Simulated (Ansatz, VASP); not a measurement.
## Y in VASP and in Ansatz

The input INCAR:

```
  PREC = Accurate
  ENCUT = 520
  EDIFF = 1E-6
  ISMEAR = -1
  SIGMA = 0.1
  LREAL = F
  LASPH = T
  NELM = 60
  ALGO = Normal
  ISIF = 2
  LWAVE = F
  LCHARG = T
  GGA = RP
  LELF = T
  LVHAR = T
  NBANDS = 30
```

KPOINTS

```
Automatic mesh
0
Gamma
  11 11 3
```

The input POSCAR:

```
Y
1.0
    3.7522451169      0.0000000000      0.0000000000
   -1.8761225585      3.2495395925      0.0000000000
    0.0000000000      0.0000000000     12.0400801213
Y
4
Direct
    1.0000000000      0.0000000000      1.0000000000
    0.0000000000      0.0000000000      0.5000000000
    0.3333333333      0.6666666667      0.2500000000
    0.6666666667      0.3333333333      0.7500000000
```

Input for Ansatz:

```yaml
crystal:
  lattice:
    - [3.7522451169, 0.0, 0.0]
    - [-1.8761225585, 3.2495395925, 0.0]
    - [0.0, 0.0, 12.0400801213]
  atoms:
    - { symbol: "Y", position: [1.0, 0.0, 1.0] }
    - { symbol: "Y", position: [0.0, 0.0, 0.5] }
    - { symbol: "Y", position: [0.3333333333, 0.6666666667, 0.25] }
    - { symbol: "Y", position: [0.6666666667, 0.3333333333, 0.75] }
hamiltonian:
  xc: rpbe
  pseudopotentials:
    kind: paw
    azcp:
      "Y": "pseudopotentials/Y.paw.azcp"
basis:
  ecutwfc: 420
  fft_grid_basis: typed
kpoints:
  mp_grid: { grid: [11, 11, 3], shift: [0, 0, 0] }
magnetization:
  spin_polarized: false
scf:
  occupations: { method: fermi_dirac, width: 0.1 }
  lower_state_search: "off"
output:
  stress: true
```

Alike in both runs: task single point; functional RPBE; k mesh 11 × 11 × 3; occupations fermi-dirac, width 0.1 eV; no spin polarisation.

|  | VASP | Ansatz |
| --- | --- | --- |
| version | VASP 6.6.1 | Ansatz 0.2.0 |
| potentials or method | VASP PAW PBE potentials, release 64 (Y_sv), cutoff 520 eV | plane waves (420 eV) with PAW, scalar-relativistic |
| valence electrons in the cell | 44 | 44 |

|  | VASP | Ansatz | Ansatz less VASP |
| --- | --- | --- | --- |
| pressure (GPa) | -2.5 | -2.5 | +0.07 |
| traceless stress, the component that is largest in VASP (GPa) | -0.06 | -0.06 | -0.001 |

VASP's potentials were made for PBE, not for RPBE. The functional is the same, so the differences come from potentials, cutoffs and numerics.
